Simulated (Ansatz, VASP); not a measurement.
# Two plane-wave programs on Cd2Se3S

```
CELL_PARAMETERS angstrom
3.71319 0.00000 0.00000
0.00000 3.71319 0.00000
0.00000 0.00000 10.43498
ATOMIC_POSITIONS crystal
Cd 0.00000 0.50000 0.70829
Cd 0.50000 0.00000 0.29171
Se 0.50000 0.50000 0.00000
Se 0.00000 0.50000 0.35844
Se 0.50000 0.00000 0.64156
S 0.00000 0.00000 0.00000
```

Change from the starting cell: species swapped into the Zr2CuSb3 type (P-4m2, No. 115).

Alike in both runs: functional PBE; k mesh 4 × 4 × 2; occupations gaussian, width 0.1 eV; no spin polarisation.

Ansatz relaxed the structure, and its values are those at the end. VASP's run is a single point on that final structure, the one shown.

|  | VASP | Ansatz |
| --- | --- | --- |
| version | VASP 6.6.1 | Ansatz 0.2.0 |
| potentials or method | VASP PAW PBE potentials, release 64 (Cd, Se, S), cutoff 520 eV | scalar-relativistic, plane waves, PAW |
| valence electrons in the cell | 48 | 94 |

```csv
,VASP,Ansatz,Ansatz less VASP
gap on the k mesh at the Fermi level (eV),none,none,-
pressure (GPa),0.6,0.3,-0.24
rms of the force components (eV/Å),0.013,0.007,-0.0058
```

A gap of «none» marks a metal or a gap that the smearing closes. With one functional, cell and mesh, what is left measures potentials, basis and numerics. VASP's potentials hold 48 valence electrons a cell and Ansatz's 94, so a difference there can come from the potentials and not from the codes.

The k mesh is coarse, so the values compare programs but aren't converged.
